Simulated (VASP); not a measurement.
# Mg5O (P3m1) in VASP: a series of runs

Mg5O is run at these levels: PBE; tasks: single point, relaxation of cell and atoms.

All numbers are computed with VASP 6.6.1; they aren't measurements. Logs are shortened: lines on timing, memory, paths and dates and some standing lists are left out, and cuts for length are marked.

### 1 The cell of the first run

It takes space group P3m1 (No. 156, trigonal). The conventional cell has a = 3.238 Å, b = 3.238 Å, c = 13.143 Å, α = 90.00°, β = 90.00°, γ = 120.00°. Mg (site symmetry 3m) has 3 O at 1.99 Å within 2.6 Å. Within 2.6 Å of Mg (site symmetry 3m) lie 1 O at 1.99 Å. Within 4.3 Å of Mg (site symmetry 3m) lie 12 Mg at 3.23 to 3.41 Å and 3 O at 4.00 Å. Mg (site symmetry 3m) has 12 Mg at 3.10 to 3.24 Å within 4.1 Å. Mg (site symmetry 3m) has 12 Mg at 3.10 to 3.24 Å within 4.1 Å. Within 2.6 Å of O (site symmetry 3m) lie 4 Mg at 1.99 Å.

### 2 Single point, PBE

File INCAR:

```
SYSTEM = Mg5O
  ALGO = Normal
  EDIFF = 1E-6
  ENCUT = 520
  GGA = PE
  ISIF = 2
  ISMEAR = 0
  LASPH = .TRUE.
  LCHARG = .FALSE.
  LREAL = .FALSE.
  LWAVE = .FALSE.
  NBANDS = 17
  NELM = 100
  PREC = Accurate
  SIGMA = 0.2
```

File KPOINTS:

```
k-points
0
G
  6 6 2
  0 0 0
```

File POSCAR:

```
Mg5O
1.0
    3.2377839966      0.0000000000      0.0000000000
   -1.6188919983      2.8040031930      0.0000000000
    0.0000000000      0.0000000000     13.1431196340
Mg O
5 1
Direct
    0.0000000000      0.0000000000      0.0243200838
    0.3333333333      0.6666666667      0.2281005275
    0.6666666667      0.3333333333      0.8069331683
    0.0000000000      0.0000000000      0.4180706745
    0.3333333333      0.6666666667      0.6062131681
    0.3333333333      0.6666666667      0.0763623778
```

Potentials or basis: VASP PAW PBE potentials, release 64 (Mg, O).

The run is started by

```sh
$ cat potpaw_PBE.64/Mg/POTCAR potpaw_PBE.64/O/POTCAR > POTCAR
$ mpirun -np 1 vasp_std > vasp.out
```

OUTCAR:

```text
SYSTEM = Mg5O
   EDIFF = 1E-6
   ENCUT = 520
   GGA = PE
   ISIF = 2
   ISMEAR = 0
   LASPH = .TRUE.
   LREAL = .FALSE.
   NELM = 100
   PREC = Accurate

 ion  position               nearest neighbor table
   1  0.000  0.000  0.024-   6 1.99   6 1.99   6 1.99   2 3.27   2 3.27   2 3.27   3 3.41   3 3.41
                             3 3.41
   2  0.333  0.667  0.228-   6 1.99   4 3.12   4 3.12   4 3.12   1 3.27   1 3.27   1 3.27
   3  0.667  0.333  0.807-   5 3.23   5 3.23   5 3.23   1 3.41   1 3.41   1 3.41
   4  0.000  0.000  0.418-   5 3.10   5 3.10   5 3.10   2 3.12   2 3.12   2 3.12
   5  0.333  0.667  0.606-   4 3.10   4 3.10   4 3.10   3 3.23   3 3.23   3 3.23
   6  0.333  0.667  0.076-   1 1.99   1 1.99   1 1.99   2 1.99

  LATTYP: Found a hexagonal cell.
 ALAT       =     3.2377839966
 C/A-ratio  =     4.0592947670

  Lattice vectors:

 A1 = (   3.2377839966,   0.0000000000,   0.0000000000)
 A2 = (  -1.6188919983,   2.8040031930,   0.0000000000)
 A3 = (   0.0000000000,   0.0000000000,  13.1431196340)

Analysis of symmetry for initial positions (statically):
=====================================================================
 Subroutine PRICEL returns:
 Original cell was already a primitive cell.

 Routine SETGRP: Setting up the symmetry group for a
 hexagonal supercell.

 Subroutine GETGRP returns: Found  6 space group operations
 (whereof  6 operations were pure point group operations)
 out of a pool of 24 trial point group operations.

The static configuration has the point symmetry C_3v.

Analysis of symmetry for dynamics (positions and initial velocities):
=====================================================================
 Subroutine PRICEL returns:
 Original cell was already a primitive cell.

 Routine SETGRP: Setting up the symmetry group for a
 hexagonal supercell.

 Subroutine GETGRP returns: Found  6 space group operations
 (whereof  6 operations were pure point group operations)
 out of a pool of 24 trial point group operations.

The dynamic configuration has the point symmetry C_3v.

 Subroutine INISYM returns: Found  6 space group operations
 (whereof  6 operations are pure point group operations),
 and found     1 'primitive' translations

----------------------------------------------------------------------------------------

                                     Primitive cell

  volume of cell :     119.3232

  direct lattice vectors                    reciprocal lattice vectors
     3.237783997  0.000000000  0.000000000     0.308853216  0.178316487  0.000000000
    -1.618891998  2.804003193  0.000000000     0.000000000  0.356632975  0.000000000
     0.000000000  0.000000000 13.143119634     0.000000000  0.000000000  0.076085437

  length of vectors
     3.237783997  3.237783997 13.143119634     0.356632975  0.356632975  0.076085437

  position of ions in fractional coordinates (direct lattice)
     0.000000000  0.000000000  0.024320084
     0.333333333  0.666666667  0.228100527
     0.666666667  0.333333333  0.806933168
     0.000000000  0.000000000  0.418070675
     0.333333333  0.666666667  0.606213168
     0.333333333  0.666666667  0.076362378

  ion indices of the primitive-cell ions
   primitive index   ion index
                 1           1
                 2           2
                 3           3
                 4           4
                 5           5
                 6           6

----------------------------------------------------------------------------------------

 KPOINTS: k-points

Automatic generation of k-mesh.
 Grid dimensions read from file:
 generate k-points for:    6    6    2

 Generating k-lattice:

  Cartesian coordinates                     Fractional coordinates (reciprocal lattice)
     0.051475536  0.029719415  0.000000000     0.166666667  0.000000000  0.000000000
     0.000000000  0.059438829  0.000000000     0.000000000  0.166666667  0.000000000
     0.000000000  0.000000000  0.038042718     0.000000000  0.000000000  0.500000000

  Length of vectors
     0.059438829  0.059438829  0.038042718

  Shift w.r.t. Gamma in fractional coordinates (k-lattice)
     0.000000000  0.000000000  0.000000000

 Subroutine IBZKPT returns following result:
 ===========================================

 Found     14 irreducible k-points:

 Following reciprocal coordinates:
            Coordinates               Weight
  0.000000  0.000000  0.000000      1.000000
  0.166667  0.000000  0.000000      6.000000
  0.333333  0.000000  0.000000      6.000000
  0.500000  0.000000  0.000000      3.000000
  0.166667  0.166667  0.000000      6.000000
  0.333333  0.166667  0.000000     12.000000
  0.333333  0.333333  0.000000      2.000000
  0.000000  0.000000  0.500000      1.000000
  0.166667  0.000000  0.500000      6.000000
  0.333333  0.000000  0.500000      6.000000
  0.500000  0.000000  0.500000      3.000000
  0.166667  0.166667  0.500000      6.000000
  0.333333  0.166667  0.500000     12.000000
  0.333333  0.333333  0.500000      2.000000
   k-points           NKPTS =     14   k-points in BZ     NKDIM =     14   number of bands    NBANDS=     17
   number of dos      NEDOS =    301   number of ions     NIONS =      6
   total plane-waves  NPLWV =  56448
   dimension x,y,z NGX =    24 NGY =   24 NGZ =   98
   dimension x,y,z NGXF=    48 NGYF=   48 NGZF=  196
   ions per type =               5   1
   NGX,Y,Z   is equivalent  to a cutoff of  12.32, 12.32, 12.40 a.u.
   NGXF,Y,Z  is equivalent  to a cutoff of  24.65, 24.65, 24.79 a.u.
 SYSTEM =  Mg5O
   PREC   = accura    normal or accurate (medium, high low for compatibility)
   ISTART =      0    job   : 0-new  1-cont  2-samecut
   ICHARG =      2    charge: 1-file 2-atom 10-const
   ISPIN  =      1    spin polarized calculation?
   LNONCOLLINEAR =      F non collinear calculations
   LSORBIT =      F    spin-orbit coupling
   LASPH  =      T    aspherical Exc in radial PAW
   ENCUT  =  520.0 eV  38.22 Ry    6.18 a.u.   6.02  6.02 24.44*2*pi/ulx,y,z
   NELM   =    100;   NELMIN=  2; NELMDL= -5     # of ELM steps
   EDIFF  = 0.1E-05   stopping-criterion for ELM
   LREAL  =      F    real-space projection
   EDIFFG = 0.1E-04   stopping-criterion for IOM
   NSW    =      0    number of steps for IOM
   IBRION =     -1    ionic relax: 0-MD 1-quasi-New 2-CG
   NFREE  =      0    steps in history (QN), initial steepest desc. (CG)
   ISIF   =      2    stress and relaxation
   ISYM   =      2    0-nonsym 1-usesym 2-fastsym
   POTIM  = 0.5000    time-step for ionic-motion
   TEBEG  =    0.0;   TEEND  =   0.0 temperature during run
   PSTRESS=    0.0 pullay stress
   NELECT =      16.0000    total number of electrons
   NUPDOWN=      -1.0000    fix difference up-down
   EMIN   =  10.00;   EMAX   =-10.00  energy-range for DOS
   EFERMI =   0.00;   METHOD = LEGACY
   ISMEAR =     0;   SIGMA  =   0.20  broadening in eV -4-tet -1-fermi 0-gaus
   EFERMI_NEDOS =   21; number of points for ismear=-14 and -15
   IALGO  =     38    algorithm
   IMIX   =      4    mixing-type and parameters
     AMIX     =   0.40;   BMIX     =  1.00
     AMIX_MAG =   1.60;   BMIX_MAG =  1.00
  volume/ion in A,a.u.               =      19.89       134.21
  Fermi-wavevector in a.u.,A,eV,Ry     =   0.837928  1.583454  9.552961  0.702123
  Thomas-Fermi vector in A             =   1.951898
   LORBIT       =      0    0 simple, 1 ext, 2 COOP (PROOUT), +10 PAW based schemes
   GGA     = PE    functional components
   LHFCALC =     F    Hartree Fock is set to
   AEXX    =    0.0000 exact exchange contribution
   IVDW    =     0    specifies the selected vdW correction
   LEPSILON=     F    determine dielectric tensor
   LRPA    =     F    only Hartree local field effects (RPA)
 non-spin polarized calculation
 Gauss-broadening in eV      SIGMA  =   0.20
  energy-cutoff  :      520.00
  volume of cell :      119.32
 maximum number of plane-waves:      3258
   NGX = 13   NGY = 13   NGZ = 49

 number of electron      16.0000002 magnetization

 Free energy of the ion-electron system (eV)
  ---------------------------------------------------
  ext. energy  EPLUGINS =         0.00000000
  ---------------------------------------------------
  free energy    TOTEN  =       -17.08427262 eV

  energy without entropy =      -17.03427463  energy(sigma->0) =      -17.05927362

 E-fermi :   2.8547     XC(G=0):  -8.6483

 val. band max:        2.8229455910   @ k =   0.3333   0.1667   0.0000
 cond. band min:       2.9312752185   @ k =   0.3333   0.3333   0.0000
 fundamental gap:      0.1083296276
 Fermi energy:         2.8547314574

 k-point     1 :       0.0000    0.0000    0.0000
  band No.  band energies     occupation
      1     -16.2401      2.00000
      2      -3.8259      2.00000
      3      -3.6579      2.00000
      4      -2.2146      2.00000
      5      -1.7930      2.00000
      6      -0.7512      2.00000
[... 9 lines left out ...]
     16      13.6034      0.00000
     17      13.6041      0.00000

 k-point     2 :       0.1667    0.0000    0.0000
  band No.  band energies     occupation
      1     -16.1363      2.00000
      2      -3.3547      2.00000
      3      -3.2049      2.00000
      4      -1.8337      2.00000
      5      -1.8084      2.00000
      6      -0.9298      2.00000
[... 9 lines left out ...]
     16      11.0539      0.00000
     17      11.3798      0.00000

 k-point     3 :       0.3333    0.0000    0.0000
  band No.  band energies     occupation
      1     -15.9195      2.00000
      2      -2.7865      2.00000
      3      -2.3686      2.00000
      4      -1.6328      2.00000
      5      -1.0448      2.00000
      6      -0.6127      2.00000
[... 192 lines left out ...]
 k-point    13 :       0.3333    0.1667    0.5000
  band No.  band energies     occupation
      1     -15.8078      2.00000
      2      -2.9156      2.00000
      3      -1.9090      2.00000
      4      -1.5509      2.00000
      5      -0.0864      2.00000
      6       0.6744      2.00000
[... 9 lines left out ...]
     16       7.6765      0.00000
     17       8.0067      0.00000

 k-point    14 :       0.3333    0.3333    0.5000
  band No.  band energies     occupation
      1     -15.7519      2.00000
      2      -2.4667      2.00000
      3      -2.3817      2.00000
      4      -1.7051      2.00000
      5       2.3515      1.99963
      6       2.3568      1.99957
[... 9 lines left out ...]
     16       6.4822      0.00000
     17       7.5025      0.00000

------------------------ aborting loop because EDIFF is reached ----------------------------------------

  FORCE on cell =-STRESS in cart. coord.  units (eV):
  Direction    XX          YY          ZZ          XY          YZ          ZX
  --------------------------------------------------------------------------------------
  -------------------------------------------------------------------------------------
  Total        0.0473146      0.0473146      0.3008994      0.0000000      0.0000000      0.0000000
  in kB        0.6353027      0.6353027      4.0402394      0.0000000      0.0000000      0.0000000
  external PRESSURE =       1.7702816 kB  Pullay stress =       0.0000000 kB

 VOLUME and BASIS-vectors are now :
 -----------------------------------------------------------------------------
  energy-cutoff  :      520.00
  volume of cell :      119.32
      direct lattice vectors                 reciprocal lattice vectors
     3.237783997  0.000000000  0.000000000     0.308853216  0.178316487  0.000000000
    -1.618891998  2.804003193  0.000000000     0.000000000  0.356632975  0.000000000
     0.000000000  0.000000000 13.143119634     0.000000000  0.000000000  0.076085437

 POSITION                                       TOTAL-FORCE (eV/Angst)
 -----------------------------------------------------------------------------------
      0.00000      0.00000      0.31964         0.000000      0.000000      0.044419
     -0.00000      1.86934      2.99795        -0.000000      0.000000      0.019258
      1.61889      0.93467     10.60562        -0.000000      0.000000      0.003838
      0.00000      0.00000      5.49475        -0.000000     -0.000000      0.001584
     -0.00000      1.86934      7.96753        -0.000000      0.000000     -0.005868
     -0.00000      1.86934      1.00364         0.000000      0.000000     -0.063232
 -----------------------------------------------------------------------------------
    total drift:                                0.000001     -0.000001     -0.000378

  FREE ENERGIE OF THE ION-ELECTRON SYSTEM (eV)
  ---------------------------------------------------
  free  energy   TOTEN  =       -17.0842726181 eV

  energy  without entropy=      -17.0342746302  energy(sigma->0) =      -17.05927362
```

Run time: 17 s. Hardware: 1 thread of Intel Xeon 6975P-C (Granite Rapids), shared host; peak memory 0.22 GiB.

Results:

| Quantity | Value |
| --- | --- |
| Free energy | -17.0843 eV |
| Pressure | 0.2 GPa |
| Largest force | 0.063 eV/Å |
| Band gap on the k mesh | zero (band 8 reaches 2.99 eV, above the bottom of band 9 at 1.76 eV) |

Forces on the atoms (eV/Å):
```
Mg   0.000  0.000  0.044
Mg   0.000  0.000  0.019
Mg   0.000  0.000  0.004
Mg   0.000  0.000  0.002
Mg   0.000  0.000 -0.006
O    0.000  0.000 -0.063
```

Stress tensor (GPa, compression positive):
```
0.06 0.00 0.00
0.00 0.06 0.00
0.00 0.00 0.40
```

Caveat: the k points lie up to 0.37 Å⁻¹ apart.

### 3 Relaxation of cell and atoms, PBE

This run uses another cell than the first one, of 17.19 Å³/atom, 0.864 times its volume.

File INCAR:

```
SYSTEM = Mg5O
PREC = Accurate ; ENCUT = 600
EDIFF = 1E-7 ; ISMEAR = 0
SIGMA = 0.2 ; LREAL = .False.
LASPH = .True. ; NELM = 60
ALGO = Normal ; ISIF = 3
LWAVE = .False. ; LCHARG = .False.
GGA = PE ; IBRION = 2
NSW = 36 ; EDIFFG = -0.08
```

File KPOINTS:

```
regular mesh
0
Gamma
  6 6 2
  0 0 0
```

File POSCAR:

```
Mg5O
1.0
    3.1500000000      0.0000000000      0.0000000000
   -1.5750000000      2.7279800200      0.0000000000
    0.0000000000      0.0000000000     12.0000000000
Mg O
5 1
Direct
    0.0000000000      0.0000000000      0.0000000000
    0.3333333300      0.6666666700      0.2350000000
    0.6666666700      0.3333333300      0.8100000000
    0.0000000000      0.0000000000      0.4300000000
    0.3333333300      0.6666666700      0.6200000000
    0.3333333300      0.6666666700      0.0650000000
```

Potentials or basis: VASP PAW PBE potentials, release 64 (Mg, O).

The run is started by

```sh
$ cat potpaw_PBE.64/Mg/POTCAR potpaw_PBE.64/O/POTCAR > POTCAR
$ mpirun -np 1 vasp_std > vasp.out
```

Run time: 2.6 min. Hardware: 1 thread of Intel Xeon 6975P-C (Granite Rapids), shared host; peak memory 0.27 GiB.

The run converged. Its results:

| Quantity | Value |
| --- | --- |
| Free energy | -17.0817 eV |
| Relaxed volume | 19.95 Å³/atom |
| Relaxed cell | a = 3.232 Å, b = 3.232 Å, c = 13.230 Å, α = 90.00°, β = 90.00°, γ = 120.00° |
| Space group after relaxing (to 0.05 Å) | P3m1 (No. 156) |
| Energy gained by relaxing | 112.1 meV/atom |
| Ionic steps | 11 |
| Pressure after relaxing | 0.1 GPa |
| Largest force after relaxing | 0.044 eV/Å |
| Band gap on the k mesh | zero (band 8 reaches 3.00 eV, above the bottom of band 9 at 1.68 eV) |

Forces on the atoms (eV/Å):
```
Mg   0.000  0.000  0.022
Mg   0.000  0.000 -0.011
Mg   0.000  0.000 -0.032
Mg   0.000  0.000  0.044
Mg   0.000  0.000 -0.026
O    0.000  0.000  0.003
```

Stress tensor (GPa, compression positive):
```
 0.20  0.00  0.00
 0.00  0.20  0.00
 0.00  0.00 -0.19
```

Step by step:
| step | energy change (eV) | largest force (eV/Å) | pressure (GPa) | volume (Å³) |
| --- | --- | --- | --- | --- |
| 1 | 0.0000 | 1.3639 | 7.50 | 103.12 |
| 2 | -0.4504 | 1.1235 | 0.44 | 115.59 |
| 3 | -0.4840 | 1.0945 | -1.55 | 120.87 |
| 4 | -0.5873 | 0.5773 | -0.63 | 119.84 |
| 5 | -0.6240 | 0.2624 | 0.44 | 118.85 |
| 6 | -0.6400 | 0.1985 | 0.06 | 119.81 |
| 7 | -0.6424 | 0.2137 | -0.13 | 120.35 |
| 8 | -0.6510 | 0.1521 | -0.15 | 120.34 |
| 9 | -0.6664 | 0.1830 | -0.15 | 120.31 |
| 10 | -0.6677 | 0.2354 | -0.13 | 120.30 |
| 11 | -0.6725 | 0.0443 | 0.07 | 119.68 |

Final structure:
```yaml
crystal:
  lattice:
    - [3.23205, 0.00000, 0.00000]
    - [-1.61603, 2.79904, 0.00000]
    - [0.00000, 0.00000, 13.22952]
  atoms:
    - { symbol: Mg, position: [0.00000, 0.00000, 0.02469] }
    - { symbol: Mg, position: [0.33333, 0.66667, 0.22749] }
    - { symbol: Mg, position: [0.66667, 0.33333, 0.80855] }
    - { symbol: Mg, position: [0.00000, 0.00000, 0.41673] }
    - { symbol: Mg, position: [0.33333, 0.66667, 0.60648] }
    - { symbol: O, position: [0.33333, 0.66667, 0.07606] }
```

Levels at points of the mesh, in eV from the Fermi level:
| k point | band 4 | band 5 | band 6 | band 7 | band 8 | band 9 | band 10 | band 11 | band 12 |
| --- | --- | --- | --- | --- | --- | --- | --- | --- | --- |
| (0.00, 0.00, 0.00) | -5.10 | -4.69 | -3.64 | -3.64 | -2.07 | -1.18 | 2.26 | 3.02 | 7.26 |
| (0.50, 0.00, 0.00) | -4.02 | -1.97 | -1.93 | -1.34 | -1.14 | -0.13 | 0.23 | 1.20 | 2.15 |
| (0.00, 0.00, 0.50) | -5.89 | -3.80 | -3.64 | -3.64 | -3.08 | 0.02 | 0.81 | 4.88 | 5.15 |
| (0.50, 0.00, 0.50) | -4.02 | -1.98 | -1.92 | -1.32 | -1.11 | -0.42 | 0.49 | 1.50 | 1.74 |

Caveat: the k points lie up to 0.37 Å⁻¹ apart in the final cell; the volume moved by over 15 % at a fixed basis, so the end points are rough; the relaxation stopped at a loose force limit of 0.08 eV/Å, so its end isn't a converged minimum.

### 4 Single point, PBE

This run uses another cell than the first one, of 20.02 Å³/atom, 1.007 times its volume.

File INCAR:

```
SYSTEM = Mg5O
PREC = Accurate
ENCUT = 520
EDIFF = 1E-7
ISMEAR = 0
SIGMA = 0.1
LREAL = .FALSE.
LASPH = .TRUE.
NELM = 100
ALGO = Normal
ISIF = 2
LWAVE = .FALSE.
LCHARG = .FALSE.
GGA = PE
NBANDS = 17
```

File KPOINTS:

```
regular mesh
0
G
  12 12 4
  0 0 0
```

File POSCAR:

```
Mg5O
1.0
    3.2399437846      0.0000000000      0.0000000000
   -1.6199718923      2.8058736243      0.0000000000
    0.0000000000      0.0000000000     13.2129752333
Mg O
5 1
Direct
    0.0000000000      0.0000000000      0.0237030437
    0.3333333333      0.6666666667      0.2270214354
    0.6666666667      0.3333333333      0.8065372766
    0.0000000000      0.0000000000      0.4166399649
    0.3333333333      0.6666666667      0.6103763140
    0.3333333333      0.6666666667      0.0757219654
```

The run is started by

```sh
$ cat potpaw_PBE.64/Mg/POTCAR potpaw_PBE.64/O/POTCAR > POTCAR
$ mpirun -np 1 vasp_std > vasp.out
```

It took 64 s on 1 thread of Intel Xeon 6975P-C (Granite Rapids), shared host; peak memory 0.28 GiB.

It converged, with:

| Item | Value |
| --- | --- |
| Free energy | -17.1140 eV |
| Pressure | -0.2 GPa |
| Largest force | 0.018 eV/Å |
| Band gap on the k mesh | zero (band 8 reaches 3.29 eV, above the bottom of band 9 at 1.68 eV) |

Forces on the atoms (eV/Å):
```
Mg   0.000  0.000  0.018
Mg   0.000  0.000 -0.004
Mg   0.000  0.000  0.001
Mg   0.000  0.000 -0.001
Mg   0.000  0.000  0.000
O    0.000  0.000 -0.014
```

Levels at points of the mesh, in eV from the Fermi level:
| k point | band 6 | band 7 | band 8 | band 9 | band 10 | band 11 |
| --- | --- | --- | --- | --- | --- | --- |
| (0.00, 0.00, 0.00) | -3.52 | -3.52 | -1.95 | -1.07 | 2.41 | 3.11 |
| (0.50, 0.00, 0.00) | -1.87 | -1.25 | -1.06 | -0.02 | 0.33 | 1.28 |
| (0.00, 0.00, 0.50) | -3.52 | -3.52 | -2.96 | 0.13 | 0.94 | 5.00 |
| (0.50, 0.00, 0.50) | -1.85 | -1.22 | -1.03 | -0.29 | 0.58 | 1.60 |

[end of part 1 of 2]
